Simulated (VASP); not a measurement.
# Zn (P6_3/mmc) in VASP: a series of runs

Zn is run at these levels: PBE; tasks: relaxation of cell and atoms.

Program: VASP 6.6.1. These are calculated values, not measurements. Logs are shortened: lines on timing, memory, paths and dates and some standing lists are left out, and cuts for length are marked.

## 1. The cell of the first run

It takes space group P6_3/mmc (No. 194, hexagonal). The conventional cell has a = 2.478 Å, b = 2.478 Å, c = 4.075 Å, α = 90.00°, β = 90.00°, γ = 120.00°. Zn (site symmetry -6m2) has 12 Zn at 2.48 to 2.49 Å within 3.3 Å.

## 2. Relaxation of cell and atoms, PBE, target pressure 54 GPa, at which the enthalpy is minimised

INCAR

```
ALGO = Normal ; EDIFF = 1E-6
EDIFFG = -0.005 ; ENCUT = 600
GGA = PE ; IBRION = 2
ISIF = 3 ; ISMEAR = -1
LASPH = T ; LCHARG = F
LREAL = F ; LWAVE = F
NELM = 100 ; NSW = 32
PREC = Accurate ; PSTRESS = 540.0
SIGMA = 0.05
```

KPOINTS

```
k-points
0
Gamma
  18 18 10
```

POSCAR

```
Zn
1.0
    2.4776269164      0.0000000000      0.0000000000
   -1.2388134582      2.1456878507      0.0000000000
    0.0000000000      0.0000000000      4.0752290533
Zn
2
Direct
    0.3333333333      0.6666666667      0.2500000000
    0.6666666667      0.3333333333      0.7500000000
```

Potentials or basis: VASP PAW PBE potentials, release 64 (Zn).

Started as:

```console
> cat potpaw_PBE.64/Zn/POTCAR > POTCAR
> mpirun -np 1 vasp_std > vasp.out
```

OUTCAR:

```text
EDIFF = 1E-6
   EDIFFG = -0.005
   ENCUT = 600
   GGA = PE
   IBRION = 2
   ISIF = 3
   ISMEAR = -1
   LASPH = T
   LREAL = F
   NELM = 100
   NSW = 32
   PREC = Accurate
   PSTRESS = 540.0

 ion  position               nearest neighbor table
   1  0.333  0.667  0.250-   2 2.49   2 2.49   2 2.49   2 2.49   2 2.49   2 2.49
   2  0.667  0.333  0.750-   1 2.49   1 2.49   1 2.49   1 2.49   1 2.49   1 2.49

  LATTYP: Found a hexagonal cell.
 ALAT       =     2.4776269164
 C/A-ratio  =     1.6448114227

  Lattice vectors:

 A1 = (   2.4776269164,   0.0000000000,   0.0000000000)
 A2 = (  -1.2388134582,   2.1456878507,   0.0000000000)
 A3 = (   0.0000000000,   0.0000000000,   4.0752290533)

Analysis of symmetry for initial positions (statically):
=====================================================================
 Subroutine PRICEL returns:
 Original cell was already a primitive cell.

 Routine SETGRP: Setting up the symmetry group for a
 hexagonal supercell.

 Subroutine GETGRP returns: Found 24 space group operations
 (whereof 12 operations were pure point group operations)
 out of a pool of 24 trial point group operations.

The static configuration has the point symmetry D_3d.
 The point group associated with its full space group is D_6h.

Analysis of symmetry for dynamics (positions and initial velocities):
=====================================================================
 Subroutine PRICEL returns:
 Original cell was already a primitive cell.

 Routine SETGRP: Setting up the symmetry group for a
 hexagonal supercell.

 Subroutine GETGRP returns: Found 24 space group operations
 (whereof 12 operations were pure point group operations)
 out of a pool of 24 trial point group operations.

The dynamic configuration has the point symmetry D_3d.
 The point group associated with its full space group is D_6h.

 Subroutine INISYM returns: Found 24 space group operations
 (whereof 12 operations are pure point group operations),
 and found     1 'primitive' translations

----------------------------------------------------------------------------------------

                                     Primitive cell

  volume of cell :      21.6648

  direct lattice vectors                    reciprocal lattice vectors
     2.477626916  0.000000000  0.000000000     0.403612018  0.233025507  0.000000000
    -1.238813458  2.145687851  0.000000000     0.000000000  0.466051015  0.000000000
     0.000000000  0.000000000  4.075229053     0.000000000  0.000000000  0.245384980

  length of vectors
     2.477626916  2.477626916  4.075229053     0.466051015  0.466051015  0.245384980

  position of ions in fractional coordinates (direct lattice)
     0.333333333  0.666666667  0.250000000
     0.666666667  0.333333333  0.750000000

  ion indices of the primitive-cell ions
   primitive index   ion index
                 1           1
                 2           2

----------------------------------------------------------------------------------------

 KPOINTS: k-points

Automatic generation of k-mesh.
 Grid dimensions read from file:
 generate k-points for:   18   18   10

 Generating k-lattice:

  Cartesian coordinates                     Fractional coordinates (reciprocal lattice)
     0.022422890  0.012945862  0.000000000     0.055555556  0.000000000  0.000000000
     0.000000000  0.025891723  0.000000000     0.000000000  0.055555556  0.000000000
     0.000000000  0.000000000  0.024538498     0.000000000  0.000000000  0.100000000

  Length of vectors
     0.025891723  0.025891723  0.024538498

  Shift w.r.t. Gamma in fractional coordinates (k-lattice)
     0.000000000  0.000000000  0.000000000

 Subroutine IBZKPT returns following result:
 ===========================================

 Found    222 irreducible k-points:

 Following reciprocal coordinates:
            Coordinates               Weight
  0.000000  0.000000  0.000000      1.000000
  0.055556  0.000000  0.000000      6.000000
  0.111111  0.000000  0.000000      6.000000
  0.166667  0.000000  0.000000      6.000000
  0.222222  0.000000  0.000000      6.000000
  0.277778  0.000000  0.000000      6.000000
[... 16 lines left out ...]
  0.333333  0.111111  0.000000     12.000000
  0.388889  0.111111  0.000000     12.000000
 [... further k-points ...]
   k-points           NKPTS =    222   k-points in BZ     NKDIM =    222   number of bands    NBANDS=     16
   number of dos      NEDOS =    301   number of ions     NIONS =      2
   total plane-waves  NPLWV =  14400
   dimension x,y,z NGX =    20 NGY =   20 NGZ =   36
   dimension x,y,z NGXF=    40 NGYF=   40 NGZF=   72
   ions per type =               2
   NGX,Y,Z   is equivalent  to a cutoff of  13.42, 13.42, 14.69 a.u.
   NGXF,Y,Z  is equivalent  to a cutoff of  26.84, 26.84, 29.37 a.u.
 SYSTEM =  unknown system
   PREC   = accura    normal or accurate (medium, high low for compatibility)
   ISTART =      0    job   : 0-new  1-cont  2-samecut
   ICHARG =      2    charge: 1-file 2-atom 10-const
   ISPIN  =      1    spin polarized calculation?
   LNONCOLLINEAR =      F non collinear calculations
   LSORBIT =      F    spin-orbit coupling
   LASPH  =      T    aspherical Exc in radial PAW
   ENCUT  =  600.0 eV  44.10 Ry    6.64 a.u.   4.95  4.95  8.14*2*pi/ulx,y,z
   NELM   =    100;   NELMIN=  2; NELMDL= -5     # of ELM steps
   EDIFF  = 0.1E-05   stopping-criterion for ELM
   LREAL  =      F    real-space projection
   EDIFFG = -.5E-02   stopping-criterion for IOM
   NSW    =     32    number of steps for IOM
   IBRION =      2    ionic relax: 0-MD 1-quasi-New 2-CG
   NFREE  =      1    steps in history (QN), initial steepest desc. (CG)
   ISIF   =      3    stress and relaxation
   ISYM   =      2    0-nonsym 1-usesym 2-fastsym
   POTIM  = 0.5000    time-step for ionic-motion
   TEBEG  =    0.0;   TEEND  =   0.0 temperature during run
   PSTRESS=  540.0 pullay stress
   NELECT =      24.0000    total number of electrons
   NUPDOWN=      -1.0000    fix difference up-down
   EMIN   =  10.00;   EMAX   =-10.00  energy-range for DOS
   EFERMI =   0.00;   METHOD = LEGACY
   ISMEAR =    -1;   SIGMA  =   0.05  broadening in eV -4-tet -1-fermi 0-gaus
   EFERMI_NEDOS =   21; number of points for ismear=-14 and -15
   IALGO  =     38    algorithm
   IMIX   =      4    mixing-type and parameters
     AMIX     =   0.40;   BMIX     =  1.00
     AMIX_MAG =   1.60;   BMIX_MAG =  1.00
  volume/ion in A,a.u.               =      10.83        73.10
  Fermi-wavevector in a.u.,A,eV,Ry     =   1.693923  3.201051 39.040235  2.869376
  Thomas-Fermi vector in A             =   2.775241
   LORBIT       =      0    0 simple, 1 ext, 2 COOP (PROOUT), +10 PAW based schemes
   GGA     = PE    functional components
   LHFCALC =     F    Hartree Fock is set to
   AEXX    =    0.0000 exact exchange contribution
   IVDW    =     0    specifies the selected vdW correction
   LEPSILON=     F    determine dielectric tensor
   LRPA    =     F    only Hartree local field effects (RPA)
 conjugate gradient relaxation of ions
 non-spin polarized calculation
  energy-cutoff  :      600.00
  volume of cell :       21.66
 maximum number of plane-waves:       756
 NGX is ok and might be reduce to    20
   NGX =  9   NGY =  9   NGZ = 17

--------------------------------------- Ionic step        1  -------------------------------------------

 number of electron      24.0000000 magnetization

 Free energy of the ion-electron system (eV)
  ---------------------------------------------------
  ext. energy  EPLUGINS =         0.00000000
  ---------------------------------------------------
  free energy    TOTEN  =        -1.17183213 eV

  energy without entropy =       -1.17058866  energy(sigma->0) =       -1.17121040

------------------------ aborting loop because EDIFF is reached ----------------------------------------

  FORCE on cell =-STRESS in cart. coord.  units (eV):
  Direction    XX          YY          ZZ          XY          YZ          ZX
  --------------------------------------------------------------------------------------
  -------------------------------------------------------------------------------------
  Total        7.4326030      7.4326030      7.4302780      0.0000000      0.0000000      0.0000000
  in kB      549.6636778    549.6636778    549.4917369      0.0000000      0.0000000      0.0000000
  external PRESSURE =       9.6063642 kB  Pullay stress =     540.0000000 kB
[... 99 lines left out ...]
  enthalpy is  TOTEN    =         6.1299032648 eV   P V=        7.3242962822

--------------------------------------- Ionic step        4  -------------------------------------------

 number of electron      23.9999999 magnetization

 Free energy of the ion-electron system (eV)
  ---------------------------------------------------
  ext. energy  EPLUGINS =         0.00000000
  ---------------------------------------------------
  free energy    TOTEN  =        -1.19723494 eV

  energy without entropy =       -1.19597731  energy(sigma->0) =       -1.19660613

 E-fermi :   6.3811     XC(G=0): -13.4431

 val. band max:        6.2839187299   @ k =   0.2222   0.2222   0.1000
 cond. band min:       6.4481987067   @ k =   0.2778   0.0000   0.0000
 fundamental gap:      0.1642799768
 Fermi energy:         6.3810572461

 k-point     1 :       0.0000    0.0000    0.0000
  band No.  band energies     occupation
      1      -7.4968      2.00000
      2      -4.3508      2.00000
      3      -2.9189      2.00000
      4      -2.8313      2.00000
      5      -2.8313      2.00000
      6      -2.6677      2.00000
[... 8 lines left out ...]
     15      25.3162      0.00000
     16      25.9485      0.00000
[... 420 lines left out ...]
  band No.  band energies     occupation
      1      -3.9727      2.00000
      2      -3.8982      2.00000
      3      -3.8120      2.00000
      4      -2.9183      2.00000
      5      -2.7275      2.00000
      6      -2.6174      2.00000
[... 8 lines left out ...]
     15      13.3266      0.00000
     16      14.2661      0.00000

 [... further k-points ...]

------------------------ aborting loop because EDIFF is reached ----------------------------------------

  FORCE on cell =-STRESS in cart. coord.  units (eV):
  Direction    XX          YY          ZZ          XY          YZ          ZX
  --------------------------------------------------------------------------------------
  -------------------------------------------------------------------------------------
  Total        7.3193446      7.3193446      7.3237195      0.0000000     -0.0000000      0.0000000
  in kB      539.4253071    539.4253071    539.7477367      0.0000000     -0.0000000      0.0000000
  external PRESSURE =      -0.4672164 kB  Pullay stress =     540.0000000 kB
[... 17 lines left out ...]
  FREE ENERGIE OF THE ION-ELECTRON SYSTEM (eV)
  ---------------------------------------------------
  free  energy   TOTEN  =        -1.1972349416 eV

  energy  without entropy=       -1.1959773090  energy(sigma->0) =       -1.19660613

  enthalpy is  TOTEN    =         6.1299075118 eV   P V=        7.3271424534

 reached required accuracy - stopping structural energy minimisation
```

It took 68 s on 1 thread of Intel Xeon 6975P-C (Granite Rapids), shared host; peak memory 0.21 GiB.

What came out:

* Free energy: -1.1972 eV
* Relaxed volume: 10.87 Å³/atom
* Relaxed cell: a = 2.480 Å, b = 2.480 Å, c = 4.080 Å, α = 90.00°, β = 90.00°, γ = 120.00°
* Space group after relaxing (to 0.05 Å): P6_3/mmc (No. 194)
* Energy change on relaxing (the enthalpy is what falls): -12.7 meV/atom
* Ionic steps: 4
* Pressure after relaxing: 54.0 GPa
* Band gap on the k mesh: zero (band 12 reaches 7.94 eV, above the bottom of band 13 at 5.13 eV)

The path:
| step | energy change (eV) | largest force (eV/Å) | pressure (GPa) | volume (Å³) |
| --- | --- | --- | --- | --- |
| 1 | 0.0000 | 0.0000 | 54.96 | 21.66 |
| 2 | -0.0682 | 0.0000 | 52.05 | 21.87 |
| 3 | -0.0226 | 0.0000 | 54.13 | 21.73 |
| 4 | -0.0254 | 0.0000 | 53.95 | 21.74 |

Final structure:
```
Zn
1.0
     2.48049    0.00000    0.00000
    -1.24025    2.14817    0.00000
     0.00000    0.00000    4.07986
Zn
2
Direct
  0.33333 0.66667 0.25000
  0.66667 0.33333 0.75000
```

Caveat: the cell is relaxed towards a set pressure, so the enthalpy falls and the energy may rise.

## 3. Relaxation of cell and atoms, PBE, target pressure 54 GPa, at which the enthalpy is minimised

This run uses another cell than the first one, of 10.89 Å³/atom, 1.006 times its volume.

INCAR

```
PREC = Accurate
ENCUT = 600
EDIFF = 1E-6
ISMEAR = -1
SIGMA = 0.05
LREAL = F
LASPH = T
NELM = 100
ALGO = Normal
ISIF = 3
LWAVE = F
LCHARG = F
GGA = PE
IBRION = 2
NSW = 60
EDIFFG = -0.005
PSTRESS = 540.0
```

KPOINTS

```
Automatic mesh
0
Gamma
  18 18 10
```

POSCAR

```
Zn
1.0
    2.4948737227      0.0000000000      0.0000000000
   -1.2474368613      2.1606240231      0.0000000000
    0.0000000000      0.0000000000      4.0416954308
Zn
2
Direct
    0.3333333333      0.6666666667      0.2500000000
    0.6666666667      0.3333333333      0.7500000000
```

Potentials or basis: VASP PAW PBE potentials, release 64 (Zn).

Started as:

```console
> cat potpaw_PBE.64/Zn/POTCAR > POTCAR
> mpirun -np 1 vasp_std > vasp.out
```

Run time: 2.3 min. Hardware: 1 thread of Intel Xeon 6975P-C (Granite Rapids), shared host; peak memory 0.2 GiB.

Results (log left out):

```yaml
Free_energy: -1.1934 eV
Relaxed_volume: 10.86 Å³/atom
Relaxed_cell: a = 2.480 Å, b = 2.480 Å, c = 4.079 Å, α = 90.00°, β = 90.00°, γ = 120.00°
Space_group_after_relaxing_to_0.05_Å: P6_3/mmc (No. 194)
Energy_change_on_relaxing_the_enthalpy_is_what_falls: +8.4 meV/atom
Ionic_steps: 10
Pressure_after_relaxing: 54.0 GPa
Band_gap_on_the_k_mesh: zero (band 12 reaches 7.95 eV, above the bottom of band 13 at 5.14 eV)
```

The path:
```tsv
step	energy change (eV)	largest force (eV/Å)	pressure (GPa)	volume (Å³)
1	0.0000	0.0000	53.14	21.79
2	0.0604	0.0000	56.03	21.60
3	0.0492	0.0000	55.37	21.63
4	-0.0015	0.0000	53.34	21.78
5	0.0200	0.0000	54.06	21.72
6	0.0215	0.0000	54.19	21.71
7	0.0210	0.0000	54.19	21.72
8	0.0142	0.0000	53.68	21.74
9	0.0188	0.0000	54.28	21.72
10	0.0169	0.0000	54.00	21.73
```

Final structure:
```xyz
2
Lattice="2.4801 0.0000 0.0000 -1.2401 2.1479 0.0000 0.0000 0.0000 4.0789" Properties=species:S:1:pos:R:3 pbc="T T T"
Zn    0.0000    1.4319    1.0197
Zn    1.2401    0.7160    3.0591
```

Levels at points of the mesh, in eV from the Fermi level:
```tsv
k point	band 8	band 9	band 10	band 11	band 12	band 13	band 14	band 15	band 16
(0.00, 0.00, 0.00)	-8.80	-8.80	-8.16	-8.16	-5.07	-1.25	18.94	18.94	19.57
(0.50, 0.00, 0.00)	-8.06	-8.05	-7.98	-4.83	-3.36	3.81	4.23	6.68	6.95
(0.00, 0.00, 0.50)	-9.25	-8.36	-8.36	-8.36	-8.36	8.57	8.57	20.38	20.38
(0.50, 0.00, 0.50)	-8.20	-8.01	-8.01	-3.66	-3.66	0.19	0.19	12.95	12.95
```

Caveat: the cell is relaxed towards a set pressure, so the enthalpy falls and the energy may rise.
